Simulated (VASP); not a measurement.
Runs of VASP 6.6.1 on InRuS3. The structure is that of space group R3m (No. 160), or close to it. The cells are those of the table. 

```csv
task,spin,cell,k mesh,cutoff (eV),gap on the mesh (eV),pressure (GPa),moment (μB),relaxed volume (Å³/atom),largest force (eV/Å)
single point,off,"a = 4.706 Å, angles 89.9°, 5 atoms",6 × 6 × 6,520,none,-0.2,-,-,(a)
single point,"collinear, ferromagnetic start","a = 4.688 Å, angles 89.9°, 5 atoms",4 × 4 × 4,520,none,-0.1,0.00,-,0.04
single point,"collinear, ferromagnetic start","a = 4.506 Å, 5 atoms",4 × 4 × 4,520,none,(b),0.00,-,1.58
relaxation of cell and atoms,off,"relaxed from a = 4.688 Å, angles 89.9°, 5 atoms",6 × 6 × 6,600,none,0.0,-,20.57,0.03
relaxation of cell and atoms,"collinear, ferromagnetic start","relaxed from a = 4.506 Å, 5 atoms",4 × 4 × 4,600,none,-0.1,0.00,20.74,0.04
```

Alike in all rows: level PBE; potentials or basis VASP PAW PBE potentials, release 64 (In_d, Ru_pv, S); smearing gaussian 0.1 eV.

**Question.** Fill in the values left out.

**Answer.** (a) 0.02; (b) 14.2.

Caveats: spin-orbit coupling is left out, which moves the levels of the heavy elements; forces of over 1 eV/Å act on the atoms, so gaps and moduli don't describe the material at rest (some runs).

A k mesh can miss the band edges, and the runs leave out spin-orbit coupling on In, Ru.

A gap of «none» marks levels without a gap at the run's occupations.
